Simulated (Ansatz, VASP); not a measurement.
One calculation of Mo, two programs

Contents of INCAR:

```
PREC     = Accurate       # precision mode
ENCUT    = 520            # plane-wave cutoff, eV
EDIFF    = 1E-8           # SCF threshold, eV
ISMEAR   = -1             # smearing method
SIGMA    = 0.05           # smearing width, eV
LREAL    = False          # projectors in reciprocal space
LASPH    = True           # aspherical terms in the spheres
NELM     = 60             # most SCF steps
ALGO     = Normal         # electronic algorithm
ISIF     = 2              # what is computed and relaxed
LWAVE    = False          # write WAVECAR
LCHARG   = False          # write CHGCAR
GGA      = PE             # functional
LEFG     = True         
NBANDS   = 13             # bands
```

The input KPOINTS:

```
Automatic mesh
0
Gamma
  16 16 16
```

File POSCAR:

```
Mo
1.0
   -1.5916734234      1.5916734234      1.5916734234
    1.5916734234     -1.5916734234      1.5916734234
    1.5916734234      1.5916734234     -1.5916734234
Mo
1
Direct
    0.0000000000      0.0000000000      0.0000000000
```

Input for Ansatz:

```yaml
crystal:
  lattice:
    - [-1.5916734234, 1.5916734234, 1.5916734234]
    - [1.5916734234, -1.5916734234, 1.5916734234]
    - [1.5916734234, 1.5916734234, -1.5916734234]
  atoms:
    - { symbol: Mo, position: [0.0, 0.0, 0.0] }
kpoints:
  mp_grid: { grid: [16, 16, 16] }
scf:
  occupations: { method: fermi_dirac, width: 0.05 }
hamiltonian:
  xc: pbe
  pseudopotentials: { kind: all_electron, datasets: crystal }
output:
  forces: true
  stress: true
  eigenvalues: true
  efg: { contact_densities: true }
```

Change from the starting cell: volume scaled by 1.04, crystal datasets.

Alike in both runs: task electric field gradients; functional PBE; k mesh 16 × 16 × 16; occupations fermi-dirac, width 0.05 eV; no spin polarisation.

|  | VASP | Ansatz |
| --- | --- | --- |
| version | VASP 6.6.1 | Ansatz 0.2.0 |
| potentials or method | VASP PAW PBE potentials, release 64 (Mo_sv), cutoff 520 eV | all-electron PAW with datasets made for the crystal, scalar-relativistic |

VASP gave:

| Quantity | Value |
| --- | --- |
| pressure (GPa) | -5.0 |

Problem. Estimate Ansatz's values.

Solution. Pressure (GPa): -5.4.

Ansatz ran all-electron here, and VASP with PAW potentials.
